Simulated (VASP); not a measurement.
The system is Pt.

```
Pt
1.0
    -1.58422    1.58422    1.58422
     1.58422   -1.58422    1.58422
     1.58422    1.58422   -1.58422
Pt
1
Direct
  0.00000 0.00000 0.00000
```

This isn't the form of Pt at room conditions, which is fcc.

| Item | Value |
| --- | --- |
| Program | VASP 6.6.1 |
| Task | relaxation of cell and atoms |
| Functional | LDA |
| Potentials or basis | VASP PAW LDA potentials, release 64 (Pt_sv_GW) |
| Cutoff | 570 eV |
| k mesh | 11 × 11 × 11 |
| Occupations | fermi-dirac, width 0.05 eV |
| Spin | no spin polarisation |

At the start: pressure -16.1 GPa; volume 15.90 Å³/atom.

Problem. How do energy, volume and symmetry change on relaxing?

Solution. Over 5 steps the energy falls by 52.2 meV/atom and the volume is 14.93 Å³/atom (-6.1 %); space group Im-3m (No. 229, to 0.1 Å) before and after.

The path:
| step | energy change (eV) | largest force (eV/Å) | pressure (GPa) | volume (Å³) |
| --- | --- | --- | --- | --- |
| 1 | 0.0000 | 0.0000 | -16.07 | 15.90 |
| 2 | 0.4781 | 0.0000 | 83.80 | 12.51 |
| 3 | -0.0519 | 0.0000 | -1.31 | 15.00 |
| 4 | -0.0521 | 0.0000 | -0.34 | 14.95 |
| 5 | -0.0522 | 0.0000 | 0.04 | 14.93 |

Final structure:
```
Pt
1.0
    -1.55119    1.55119    1.55119
     1.55119   -1.55119    1.55119
     1.55119    1.55119   -1.55119
Pt
1
Direct
  0.00000 0.00000 0.00000
```
